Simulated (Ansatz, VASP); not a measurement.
# One calculation of SnSe2, two programs

```
Se Sn
1.0
     3.81874    0.00000    0.00000
    -1.90937    3.30712    0.00000
     0.00000    0.00000   30.16000
Se Sn
2 1
Direct
  0.33333 0.66667 0.23176
  0.66667 0.33333 0.33787
  0.00000 0.00000 0.28481
```

Alike in both runs: functional PBE; dispersion D4; k mesh 12 × 12 × 1; occupations gaussian, width 0.03 eV; no spin polarisation.

Ansatz relaxed the structure, and its values are those at the end. VASP's run is a single point on that final structure, the one shown.

```csv
,VASP,Ansatz
version,VASP 6.6.1,Ansatz 0.2.0
potentials or method,"VASP PAW PBE potentials, release 64 (Se, Sn_d), cutoff 400 eV","scalar-relativistic, plane waves, PAW"
valence electrons in the cell,26,46
```

```tsv
	VASP	Ansatz	Ansatz less VASP
gap on the k mesh at the Fermi level (eV)	0.77	0.78	+0.002
least direct gap on the mesh (eV)	1.12	1.12	+0.002
rms of the force components (eV/Å)	0.003	0.002	-0.0019
```

VASP's potentials hold 26 valence electrons a cell and Ansatz's 46, so a difference there can come from the potentials and not from the codes. Ansatz's warnings: slab cell height set, structure snapped to symmetry.
